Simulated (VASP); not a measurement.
# H2 in VASP: notebook

The runs below take H2 through single point, with HSE06.

Program: VASP 6.6.1. These are calculated values, not measurements. Logs are shortened: lines on timing, memory, paths and dates and some standing lists are left out, and cuts for length are marked.

## Step 1: The cell of the first run

The cell holds a molecule in a box, 2 atoms: a = 10.000 Å, b = 10.000 Å, c = 10.000 Å, α = 90.00°, β = 90.00°, γ = 90.00°.

## Step 2: Single point, HSE06

POSCAR reads:

```
H
1.0
   10.0000000000      0.0000000000      0.0000000000
    0.0000000000     10.0000000000      0.0000000000
    0.0000000000      0.0000000000     10.0000000000
H
2
Direct
    0.5000000000      0.5000000000      0.4580000000
    0.5000000000      0.5000000000      0.5420000000
```

INCAR.step1 reads:

```
SYSTEM = H
ALGO = Normal ; EDIFF = 1E-5
ENCUT = 400 ; GGA = PE
GGA_COMPAT = .False. ; ISIF = 2
ISMEAR = 0 ; LASPH = .True.
LCHARG = .False. ; LREAL = .False.
LWAVE = .True. ; NBANDS = 8
NELM = 120 ; NELMDL = -8
PREC = Accurate ; SIGMA = 0.02
```

INCAR.step2 reads:

```
SYSTEM = H
ALGO = Normal ; EDIFF = 1E-6
ENCUT = 400 ; GGA = PE
GGA_COMPAT = .False. ; HFSCREEN = 0.2079
ISIF = 2 ; ISMEAR = 0
ISTART = 1 ; LASPH = .True.
LCHARG = .False. ; LHFCALC = .True.
LREAL = .False. ; LWAVE = .False.
NBANDS = 8 ; NELM = 120
PREC = Accurate ; PRECFOCK = Normal
SIGMA = 0.02
```

KPOINTS reads:

```
k-points
0
Gamma
  1 1 1
  0 0 0
```

Potentials or basis: VASP PAW PBE potentials, release 64 (H).

Started as:

```bash
$ cat potpaw_PBE.64/H/POTCAR > POTCAR
$ cp INCAR.step1 INCAR
$ mpirun -np 1 vasp_gam > vasp.out
$ cp INCAR.step2 INCAR
$ mpirun -np 1 vasp_gam > vasp.out
```

OUTCAR:

```text
SYSTEM = H
   EDIFF = 1E-6
   ENCUT = 400
   GGA = PE
   HFSCREEN = 0.2079
   ISIF = 2
   ISMEAR = 0
   ISTART = 1
   LASPH = .True.
   LHFCALC = .True.
   LREAL = .False.
   NELM = 120
   PREC = Accurate
   PRECFOCK = Normal

 ion  position               nearest neighbor table
   1  0.500  0.500  0.458-   2 0.84
   2  0.500  0.500  0.542-   1 0.84

  LATTYP: Found a simple cubic cell.
 ALAT       =    10.0000000000

  Lattice vectors:

 A1 = (  10.0000000000,   0.0000000000,   0.0000000000)
 A2 = (   0.0000000000,  10.0000000000,   0.0000000000)
 A3 = (   0.0000000000,   0.0000000000,  10.0000000000)

Analysis of symmetry for initial positions (statically):
=====================================================================
 Subroutine PRICEL returns:
 Original cell was already a primitive cell.

 Routine SETGRP: Setting up the symmetry group for a
 simple cubic supercell.

 Subroutine GETGRP returns: Found 16 space group operations
 (whereof 16 operations were pure point group operations)
 out of a pool of 48 trial point group operations.

The static configuration has the point symmetry D_4h.

Analysis of symmetry for dynamics (positions and initial velocities):
=====================================================================
 Subroutine PRICEL returns:
 Original cell was already a primitive cell.

 Routine SETGRP: Setting up the symmetry group for a
 simple cubic supercell.

 Subroutine GETGRP returns: Found 16 space group operations
 (whereof 16 operations were pure point group operations)
 out of a pool of 48 trial point group operations.

The dynamic configuration has the point symmetry D_4h.

 Subroutine INISYM returns: Found 16 space group operations
 (whereof 16 operations are pure point group operations),
 and found     1 'primitive' translations

----------------------------------------------------------------------------------------

                                     Primitive cell

  volume of cell :    1000.0000

[... 62 lines left out ...]
   ENCUT  =  400.0 eV  29.40 Ry    5.42 a.u.  16.31 16.31 16.31*2*pi/ulx,y,z
   NELM   =    120;   NELMIN=  2; NELMDL=  0     # of ELM steps
   EDIFF  = 0.1E-05   stopping-criterion for ELM
   LREAL  =      F    real-space projection
   EDIFFG = 0.1E-04   stopping-criterion for IOM
   NSW    =      0    number of steps for IOM
   IBRION =     -1    ionic relax: 0-MD 1-quasi-New 2-CG
   NFREE  =      0    steps in history (QN), initial steepest desc. (CG)
   ISIF   =      2    stress and relaxation
   ISYM   =      3    0-nonsym 1-usesym 2-fastsym
   POTIM  = 0.5000    time-step for ionic-motion
   TEBEG  =    0.0;   TEEND  =   0.0 temperature during run
   PSTRESS=    0.0 pullay stress
   NELECT =       2.0000    total number of electrons
   NUPDOWN=      -1.0000    fix difference up-down
   EMIN   =  10.00;   EMAX   =-10.00  energy-range for DOS
   EFERMI =   0.00;   METHOD = LEGACY
   ISMEAR =     0;   SIGMA  =   0.02  broadening in eV -4-tet -1-fermi 0-gaus
   EFERMI_NEDOS =   21; number of points for ismear=-14 and -15
   IALGO  =     38    algorithm
   IMIX   =      1    mixing-type and parameters
     AMIX     =   0.40;   BMIX     =  1.00
     AMIX_MAG =   1.60;   BMIX_MAG =  1.00
  volume/ion in A,a.u.               =     500.00      3374.17
  Fermi-wavevector in a.u.,A,eV,Ry     =   0.206261  0.389778  0.578844  0.042544
  Thomas-Fermi vector in A             =   0.968418
   LORBIT       =      0    0 simple, 1 ext, 2 COOP (PROOUT), +10 PAW based schemes
   GGA     = PE    functional components
   LHFCALC =     T    Hartree Fock is set to
   PRECFOCK=normal    Normal, Fast or Accurate (Low or Medium for compatibility)
   ENCUT4O =  -1.0   cutoff for four orbital integrals eV
   NKREDX  =     1    reduce k-point grid by
   NKREDY  =     1    reduce k-point grid by
   NKREDZ  =     1    reduce k-point grid by
   AEXX    =    0.2500 exact exchange contribution
   HFSCREEN=    0.2079 screening length (either q_TF or 0.3 A-1)
   HFSCREENC=   0.2079 screening length for correlation (either q_TF or 0.3 A-1)
   ENCUTFOCK=  -1.0 apply spherical cutoff to Coloumb kernel
   IVDW    =     0    specifies the selected vdW correction
   LEPSILON=     F    determine dielectric tensor
   LRPA    =     F    only Hartree local field effects (RPA)
 non-spin polarized calculation
 Gauss-broadening in eV      SIGMA  =   0.02
  energy-cutoff  :      400.00
  volume of cell :     1000.00
 maximum number of plane-waves:      9019
 NGX is ok and might be reduce to    70
  NGX = 50; NGY = 50; NGZ = 50

 number of electron       2.0000005 magnetization

 Free energy of the ion-electron system (eV)
  ---------------------------------------------------
  ext. energy  EPLUGINS =         0.00000000
  ---------------------------------------------------
  free energy    TOTEN  =        -7.67652585 eV

  energy without entropy =       -7.67652585  energy(sigma->0) =       -7.67652585

 E-fermi : -10.9153     XC(G=0):  -0.4510

 val. band max:      -11.0284590686   @ k =   0.0000   0.0000   0.0000
 cond. band min:      -0.2299105192   @ k =   0.0000   0.0000   0.0000
 fundamental gap:     10.7985485494
 Fermi energy:       -10.9153081826

 k-point     1 :       0.0000    0.0000    0.0000
  band No.  band energies     occupation
      1     -11.0285      2.00000
      2      -0.2299      0.00000
      3       0.3296      0.00000
      4       0.9505      0.00000
      5       0.9505      0.00000
      6       1.2463      0.00000
      7       1.2898      0.00000
      8       1.3716      0.00000

------------------------ aborting loop because EDIFF is reached ----------------------------------------

  FORCE on cell =-STRESS in cart. coord.  units (eV):
  Direction    XX          YY          ZZ          XY          YZ          ZX
  --------------------------------------------------------------------------------------
  -------------------------------------------------------------------------------------
  Total       -0.1077994     -0.1077994     -2.2541186      0.0000000      0.0000000     -0.0000000
  in kB       -0.1727138     -0.1727138     -3.6114977      0.0000000      0.0000000     -0.0000000
  external PRESSURE =      -1.3189751 kB  Pullay stress =       0.0000000 kB

 VOLUME and BASIS-vectors are now :
 -----------------------------------------------------------------------------
  energy-cutoff  :      400.00
  volume of cell :     1000.00
      direct lattice vectors                 reciprocal lattice vectors
    10.000000000  0.000000000  0.000000000     0.100000000  0.000000000  0.000000000
     0.000000000 10.000000000  0.000000000     0.000000000  0.100000000  0.000000000
     0.000000000  0.000000000 10.000000000     0.000000000  0.000000000  0.100000000

 POSITION                                       TOTAL-FORCE (eV/Angst)
 -----------------------------------------------------------------------------------
      5.00000      5.00000      4.58000         0.000000      0.000000      2.524302
      5.00000      5.00000      5.42000         0.000000      0.000000     -2.524302
 -----------------------------------------------------------------------------------
    total drift:                                0.000000      0.000000     -0.000000

  FREE ENERGIE OF THE ION-ELECTRON SYSTEM (eV)
  ---------------------------------------------------
  free  energy   TOTEN  =        -7.6765258492 eV

  energy  without entropy=       -7.6765258492  energy(sigma->0) =       -7.67652585
```

OUTCAR.step1:

```text
SYSTEM = H
   EDIFF = 1E-5
   ENCUT = 400
   GGA = PE
   ISIF = 2
   ISMEAR = 0
[... 208 lines left out ...]
 -----------------------------------------------------------------------------------
      5.00000      5.00000      4.58000         0.000000      0.000000      2.308971
      5.00000      5.00000      5.42000         0.000000      0.000000     -2.308971
 -----------------------------------------------------------------------------------
    total drift:                                0.000000      0.000000      0.000000

  FREE ENERGIE OF THE ION-ELECTRON SYSTEM (eV)
  ---------------------------------------------------
  free  energy   TOTEN  =        -6.6464857986 eV

  energy  without entropy=       -6.6464857986  energy(sigma->0) =       -6.64648580
```

OSZICAR.step1:

```text
N       E                     dE             d eps       ncg     rms          rms(c)
DAV:   1    -0.120544959655E+01   -0.12054E+01   -0.46776E+02    16   0.104E+02
DAV:   2    -0.712136846179E+01   -0.59159E+01   -0.59159E+01    32   0.250E+01
DAV:   3    -0.715250159479E+01   -0.31133E-01   -0.31133E-01    24   0.311E+00
DAV:   4    -0.715251577655E+01   -0.14182E-04   -0.14182E-04    16   0.645E-02
DAV:   5    -0.715251586450E+01   -0.87950E-07   -0.87951E-07    16   0.533E-03
DAV:   6    -0.715251586534E+01   -0.83959E-09   -0.83915E-09    16   0.531E-04
DAV:   7    -0.715251586535E+01   -0.87823E-11   -0.88001E-11     8   0.530E-05
DAV:   8    -0.715251586535E+01   -0.99476E-12   -0.17693E-11     8   0.210E-05    0.375E+00
DAV:   9    -0.682746179261E+01    0.32505E+00   -0.16123E-01    16   0.111E+00    0.207E+00
DAV:  10    -0.664223594438E+01    0.18523E+00   -0.39543E-01    16   0.176E+00    0.254E-01
DAV:  11    -0.664485693764E+01   -0.26210E-02   -0.44450E-03    16   0.182E-01    0.195E-01
DAV:  12    -0.664189828039E+01    0.29587E-02   -0.34632E-03    16   0.159E-01    0.355E-02
DAV:  13    -0.664420695922E+01   -0.23087E-02   -0.10449E-03    16   0.834E-02    0.266E-02
DAV:  14    -0.664451124984E+01   -0.30429E-03   -0.12355E-05    24   0.157E-02    0.159E-02
DAV:  15    -0.664619913834E+01   -0.16879E-02   -0.43740E-04    16   0.568E-02    0.932E-03
DAV:  16    -0.664637669406E+01   -0.17756E-03   -0.18882E-05    16   0.119E-02    0.115E-02
DAV:  17    -0.664645575603E+01   -0.79062E-04   -0.88235E-06    16   0.801E-03    0.263E-03
DAV:  18    -0.664648233191E+01   -0.26576E-04   -0.13693E-06    16   0.300E-03    0.943E-04
DAV:  19    -0.664648579857E+01   -0.34667E-05   -0.22834E-07    16   0.139E-03
   1 F= -.66464858E+01 E0= -.66464858E+01  d E =-.387815E-13
```

It took 77 s on 1 thread of AMD EPYC 7R43 (Zen 3), shared host; peak memory 0.7 GiB.

Results:

```
Free energy                     : -7.6765 eV
Largest force                   : 2.524 eV/Å
Gap between the frontier levels : 10.80 eV
```

Forces in eV/Å, atoms in the order of the input:
```
H    0.000  0.000  2.524
H    0.000  0.000 -2.524
```

Levels at points of the mesh, in eV from the valence-band top:
```csv
k point,band 1,band 2,band 3,band 4,band 5
"(0.00, 0.00, 0.00)",0.00,10.80,11.36,11.98,11.98
```

Caveat: the PAW data sets were made with another functional, which shifts forces and pressure a little.

## Step 3: Single point, HSE06

POSCAR reads:

```
H
1.0
   10.0000000000      0.0000000000      0.0000000000
    0.0000000000     10.0000000000      0.0000000000
    0.0000000000      0.0000000000     10.0000000000
H
2
Direct
    0.5000000000      0.5000000000      0.4545000000
    0.5000000000      0.5000000000      0.5455000000
```

INCAR.step1 reads:

```
SYSTEM = H
ALGO = Normal
EDIFF = 1E-5
ENCUT = 400
GGA = PE
GGA_COMPAT = .False.
ISIF = 2
ISMEAR = 0
LASPH = .True.
LCHARG = .False.
LREAL = .False.
LWAVE = .True.
NBANDS = 8
NELM = 120
NELMDL = -8
PREC = Accurate
SIGMA = 0.02
```

INCAR.step2 reads:

```
SYSTEM = H
ALGO = Normal
EDIFF = 1E-6
ENCUT = 400
GGA = PE
GGA_COMPAT = .False.
HFSCREEN = 0.2079
ISIF = 2
ISMEAR = 0
ISTART = 1
LASPH = .True.
LCHARG = .False.
LHFCALC = .True.
LREAL = .False.
LWAVE = .False.
NBANDS = 8
NELM = 120
PREC = Accurate
PRECFOCK = Normal
SIGMA = 0.02
```

KPOINTS is that of step 2.

Potentials or basis: VASP PAW PBE potentials, release 64 (H).

Started as:

```bash
$ cat potpaw_PBE.64/H/POTCAR > POTCAR
$ cp INCAR.step1 INCAR
$ mpirun -np 1 vasp_gam > vasp.out
$ cp INCAR.step2 INCAR
$ mpirun -np 1 vasp_gam > vasp.out
```

OUTCAR:

```text
SYSTEM = H
   EDIFF = 1E-6
   ENCUT = 400
   GGA = PE
   HFSCREEN = 0.2079
   ISIF = 2
   ISMEAR = 0
   ISTART = 1
   LASPH = .True.
   LHFCALC = .True.
   LREAL = .False.
   NELM = 120
   PREC = Accurate
   PRECFOCK = Normal

 ion  position               nearest neighbor table
   1  0.500  0.500  0.455-
   2  0.500  0.500  0.545-

  LATTYP: Found a simple cubic cell.
 ALAT       =    10.0000000000

  Lattice vectors:

 A1 = (  10.0000000000,   0.0000000000,   0.0000000000)
 A2 = (   0.0000000000,  10.0000000000,   0.0000000000)
 A3 = (   0.0000000000,   0.0000000000,  10.0000000000)

Analysis of symmetry for initial positions (statically):
=====================================================================
 Subroutine PRICEL returns:
 Original cell was already a primitive cell.

 Routine SETGRP: Setting up the symmetry group for a
 simple cubic supercell.

[... 143 lines left out ...]
 Free energy of the ion-electron system (eV)
  ---------------------------------------------------
  ext. energy  EPLUGINS =         0.00000000
  ---------------------------------------------------
  free energy    TOTEN  =        -7.45878322 eV

  energy without entropy =       -7.45878322  energy(sigma->0) =       -7.45878322

 E-fermi : -10.5845     XC(G=0):  -0.4571

 val. band max:      -10.6946815042   @ k =   0.0000   0.0000   0.0000
 cond. band min:      -0.2274832767   @ k =   0.0000   0.0000   0.0000
 fundamental gap:     10.4671982275
 Fermi energy:       -10.5844860545

 k-point     1 :       0.0000    0.0000    0.0000
  band No.  band energies     occupation
      1     -10.6947      2.00000
      2      -0.2275      0.00000
      3       0.0871      0.00000
      4       0.9308      0.00000
      5       0.9308      0.00000
      6       1.2439      0.00000
      7       1.2933      0.00000
      8       1.3815      0.00000

------------------------ aborting loop because EDIFF is reached ----------------------------------------

  FORCE on cell =-STRESS in cart. coord.  units (eV):
  Direction    XX          YY          ZZ          XY          YZ          ZX
  --------------------------------------------------------------------------------------
  -------------------------------------------------------------------------------------
  Total       -0.1024473     -0.1024473     -3.4014482      0.0000000      0.0000000     -0.0000000
  in kB       -0.1641387     -0.1641387     -5.4497231      0.0000000      0.0000000     -0.0000000
  external PRESSURE =      -1.9260002 kB  Pullay stress =       0.0000000 kB

 VOLUME and BASIS-vectors are now :
 -----------------------------------------------------------------------------
  energy-cutoff  :      400.00
  volume of cell :     1000.00
      direct lattice vectors                 reciprocal lattice vectors
    10.000000000  0.000000000  0.000000000     0.100000000  0.000000000  0.000000000
     0.000000000 10.000000000  0.000000000     0.000000000  0.100000000  0.000000000
     0.000000000  0.000000000 10.000000000     0.000000000  0.000000000  0.100000000

 POSITION                                       TOTAL-FORCE (eV/Angst)
 -----------------------------------------------------------------------------------
      5.00000      5.00000      4.54500         0.000000      0.000000      3.618206
      5.00000      5.00000      5.45500         0.000000      0.000000     -3.618206
 -----------------------------------------------------------------------------------
    total drift:                                0.000000      0.000000      0.000000

  FREE ENERGIE OF THE ION-ELECTRON SYSTEM (eV)
  ---------------------------------------------------
  free  energy   TOTEN  =        -7.4587832248 eV

  energy  without entropy=       -7.4587832248  energy(sigma->0) =       -7.45878322
```

OUTCAR.step1:

```text
SYSTEM = H
   EDIFF = 1E-5
   ENCUT = 400
   GGA = PE
   ISIF = 2
   ISMEAR = 0
[... 208 lines left out ...]
 -----------------------------------------------------------------------------------
      5.00000      5.00000      4.54500         0.000000      0.000000      3.388320
      5.00000      5.00000      5.45500         0.000000     -0.000000     -3.388320
 -----------------------------------------------------------------------------------
    total drift:                                0.000000      0.000000      0.000000

  FREE ENERGIE OF THE ION-ELECTRON SYSTEM (eV)
  ---------------------------------------------------
  free  energy   TOTEN  =        -6.4442312619 eV

  energy  without entropy=       -6.4442312619  energy(sigma->0) =       -6.44423126
```

OSZICAR.step1:

```text
N       E                     dE             d eps       ncg     rms          rms(c)
DAV:   1    -0.133881375717E+01   -0.13388E+01   -0.45955E+02    16   0.104E+02
DAV:   2    -0.682009744772E+01   -0.54813E+01   -0.54813E+01    32   0.242E+01
DAV:   3    -0.684851849100E+01   -0.28421E-01   -0.28421E-01    24   0.293E+00
DAV:   4    -0.684853052097E+01   -0.12030E-04   -0.12030E-04    16   0.592E-02
DAV:   5    -0.684853058797E+01   -0.67002E-07   -0.67004E-07    16   0.482E-03
DAV:   6    -0.684853058855E+01   -0.57929E-09   -0.58030E-09    16   0.456E-04
DAV:   7    -0.684853058856E+01   -0.54712E-11   -0.61959E-11     8   0.446E-05
DAV:   8    -0.684853058856E+01   -0.56843E-12   -0.21956E-11     8   0.175E-05    0.329E+00
DAV:   9    -0.659099673109E+01    0.25753E+00   -0.12613E-01    16   0.963E-01    0.183E+00
DAV:  10    -0.644000438390E+01    0.15099E+00   -0.31389E-01    16   0.153E+00    0.225E-01
DAV:  11    -0.644209617022E+01   -0.20918E-02   -0.34618E-03    16   0.169E-01    0.161E-01
DAV:  12    -0.643996124076E+01    0.21349E-02   -0.25751E-03    16   0.135E-01    0.308E-02
DAV:  13    -0.644210967453E+01   -0.21484E-02   -0.89233E-04    16   0.767E-02    0.212E-02
DAV:  14    -0.644245592719E+01   -0.34625E-03   -0.13640E-05    24   0.152E-02    0.123E-02
DAV:  15    -0.644397729322E+01   -0.15214E-02   -0.37948E-04    16   0.507E-02    0.715E-03
DAV:  16    -0.644412272756E+01   -0.14543E-03   -0.75953E-06    16   0.815E-03    0.875E-03
DAV:  17    -0.644420597588E+01   -0.83248E-04   -0.90547E-06    16   0.765E-03    0.236E-03
DAV:  18    -0.644422843058E+01   -0.22455E-04   -0.11424E-06    16   0.272E-03    0.845E-04
DAV:  19    -0.644423126191E+01   -0.28313E-05   -0.13358E-07    16   0.104E-03
   1 F= -.64442313E+01 E0= -.64442313E+01  d E =-.138097E-12
```

It took 76 s on 1 thread of AMD EPYC 7R43 (Zen 3), shared host; peak memory 0.7 GiB.

Results:

```
Free energy                     : -7.4588 eV
Largest force                   : 3.618 eV/Å
Gap between the frontier levels : 10.47 eV
```

Forces on the atoms (eV/Å):
```
H    0.000  0.000  3.618
H    0.000  0.000 -3.618
```

Caveat: the PAW data sets were made with another functional, which shifts forces and pressure a little.

(Part 1 of 2 ends here.)
